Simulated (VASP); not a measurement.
Write the native input for VASP 6.6.1 that does the following.

```
Task                   : relaxation of cell and atoms
Functional             : PBEsol
Potentials or basis    : VASP PAW PBE potentials, release 64 (Zr_sv, N)
Cutoff                 : 600 eV
k mesh                 : 8 × 8 × 10
Occupations            : gaussian, width 0.1 eV
Spin                   : no spin polarisation
Target pressure        : 30 GPa
Dipole correction      : no
Further INCAR settings : ALGO = Normal; EDIFF = 1e-06; IBRION = 2; EDIFFG = -0.008; NSW = 70; ISIF = 3
```

The structure of Zr2N lies in POSCAR:

```
Zr2N
1.0
    5.1420731666      0.0000000000      0.0000000000
    0.0000000000      5.1420731666      0.0000000000
    0.0000000000      0.0000000000      3.1424670737
Zr N
4 2
Direct
    0.2949013758      0.2949013758      0.0000000000
    0.7050986242      0.7050986242      0.0000000000
    0.7949013758      0.2050986242      0.5000000000
    0.2050986242      0.7949013758      0.5000000000
    0.0000000000      0.0000000000      0.0000000000
    0.5000000000      0.5000000000      0.5000000000
```

These files were run (other wordings do the same):

INCAR

```
SYSTEM = Zr2N
PREC = Accurate
ENCUT = 600
EDIFF = 1E-6
ISMEAR = 0
SIGMA = 0.1
LREAL = .FALSE.
LASPH = .TRUE.
NELM = 60
ALGO = Normal
ISIF = 3
LWAVE = .FALSE.
LCHARG = .FALSE.
GGA = PS
IBRION = 2
NSW = 70
EDIFFG = -0.008
PSTRESS = 300.0
```

KPOINTS

```
Automatic mesh
0
G
  8 8 10
  0 0 0
```

Potentials or basis: VASP PAW PBE potentials, release 64 (Zr_sv, N).

Launch:

```bash
$ cat potpaw_PBE.64/Zr_sv/POTCAR potpaw_PBE.64/N/POTCAR > POTCAR
$ mpirun -np 1 vasp_std > vasp.out
```

Results of the run:

```yaml
Relaxed_volume: 13.89 Å³/atom
Relaxed_cell: a = 5.146 Å, b = 5.146 Å, c = 3.147 Å, α = 90.00°, β = 90.00°, γ = 90.00°
Space_group_after_relaxing_to_0.05_Å: P4_2/mnm (No. 136)
Energy_change_on_relaxing_the_enthalpy_is_what_falls: -8.0 meV/atom
Ionic_steps: 5
Pressure_after_relaxing: 30.0 GPa
Largest_force_after_relaxing: 0.003 eV/Å
Band_gap_on_the_k_mesh: zero (band 29 reaches 13.06 eV, above the bottom of band 30 at 10.21 eV)
```

Caveat: the cell is relaxed towards a set pressure, so the enthalpy falls and the energy may rise; the PAW data sets were made with another functional, which shifts forces and pressure a little.

Wall time 15 min on 1 thread of Intel(R) Xeon(R) Platinum 8259CL CPU @ 2.50GHz (Skylake/Cascade Lake), with other jobs on the host, peak memory 0.39 GiB.
